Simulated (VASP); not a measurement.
Write the native input for VASP 6.6.1 that does the following.

```
Task                   : single point
Functional             : LDA
Potentials or basis    : VASP PAW LDA potentials, release 64 (C)
Cutoff                 : 520 eV
k mesh                 : 12 × 12 × 2
Occupations            : fermi-dirac, width 0.05 eV
Spin                   : no spin polarisation
Dipole correction      : no
Further INCAR settings : ALGO = Normal; EDIFF = 1e-06; NBANDS = 16
```

The structure of C lies in POSCAR:

```
C
1.0
    2.4060863447      0.0000000000      0.0000000000
   -1.2030431724      2.0837318983      0.0000000000
    0.0000000000      0.0000000000     23.6412921296
C
4
Direct
    0.6666666667      0.3333333333      0.5704754400
    0.3333333333      0.6666666667      0.4295245600
    0.0000000000      0.0000000000      0.4295312300
    0.0000000000      0.0000000000      0.5704687700
```

This cell differs from its parent crystal: volume scaled by 0.94.

The input as run:

INCAR

```
SYSTEM = C
PREC = Accurate
ENCUT = 520
EDIFF = 1E-6
ISMEAR = -1
SIGMA = 0.05
LREAL = .FALSE.
LASPH = .TRUE.
NELM = 100
ALGO = Normal
ISIF = 2
LWAVE = .FALSE.
LCHARG = .TRUE.
LELF = .TRUE.
LVHAR = .TRUE.
NBANDS = 16
```

KPOINTS

```
Automatic mesh
0
G
  12 12 2
  0 0 0
```

Potentials or basis: VASP PAW LDA potentials, release 64 (C).

Launch:

```sh
$ cat potpaw_LDA.64/C/POTCAR > POTCAR
$ mpirun -np 1 vasp_std > vasp.out
```

Results of the run:

The largest force is 0.018 eV/Å and the band gap on the k mesh is zero (filled and empty bands touch).

Wall time 86 s on 1 thread of Intel(R) Xeon(R) Platinum 8488C (Sapphire Rapids), on a shared host, peak memory 0.2 GiB.
